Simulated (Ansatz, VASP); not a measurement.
# Mo: VASP beside Ansatz

Contents of INCAR:

```
SYSTEM = Mo
PREC = Accurate
ENCUT = 520
EDIFF = 1E-6
ISMEAR = -1
SIGMA = 0.1
LREAL = .FALSE.
LASPH = .TRUE.
NELM = 100
ALGO = Normal
ISIF = 2
LWAVE = .FALSE.
LCHARG = .TRUE.
GGA = PS
LELF = .TRUE.
LVHAR = .TRUE.
NBANDS = 21
```

Contents of KPOINTS:

```
Automatic mesh
0
G
  11 11 11
  0 0 0
```

The input POSCAR:

```
Mo
1.0
    0.0000000000      2.8792650611      2.8792650611
    2.8792650611      0.0000000000      2.8792650611
    2.8792650611      2.8792650611      0.0000000000
Mo
2
Direct
    0.1250000000      0.1250000000      0.1250000000
    0.8750000000      0.8750000000      0.8750000000
```

Input for Ansatz:

```yaml
crystal:
  lattice:
    - [0.0, 2.8792650611, 2.8792650611]
    - [2.8792650611, 0.0, 2.8792650611]
    - [2.8792650611, 2.8792650611, 0.0]
  atoms:
    - { symbol: Mo, position: [0.125, 0.125, 0.125] }
    - { symbol: Mo, position: [0.875, 0.875, 0.875] }
hamiltonian:
  xc: pbesol
  pseudopotentials:
    kind: paw
    azcp:
      Mo: "pseudopotentials/Mo.paw.azcp"
basis:
  ecutwfc: 420
  fft_grid_basis: typed
kpoints:
  mp_grid: { grid: [11, 11, 11], shift: [0, 0, 0] }
magnetization:
  spin_polarized: false
scf:
  occupations: { method: fermi_dirac, width: 0.1 }
  lower_state_search: "off"
output:
  stress: true
  write_density: true
  write_potential: true
  elf: true
  volumetric_format: npy
```

Alike in both runs: task single point; functional PBEsol; k mesh 11 × 11 × 11; occupations fermi-dirac, width 0.1 eV; no spin polarisation.

|  | VASP | Ansatz |
| --- | --- | --- |
| version | VASP 6.6.1 | Ansatz 0.2.0 |
| potentials or method | VASP PAW PBE potentials, release 64 (Mo_sv), cutoff 520 eV | plane waves (420 eV) with PAW, scalar-relativistic |
| valence electrons in the cell | 28 | 28 |

|  | VASP | Ansatz | Ansatz less VASP |
| --- | --- | --- | --- |
| pressure (GPa) | -7.4 | -7.7 | -0.28 |

VASP's potentials were made for PBE, not for PBEsol, and Ansatz warns of the same on its side.
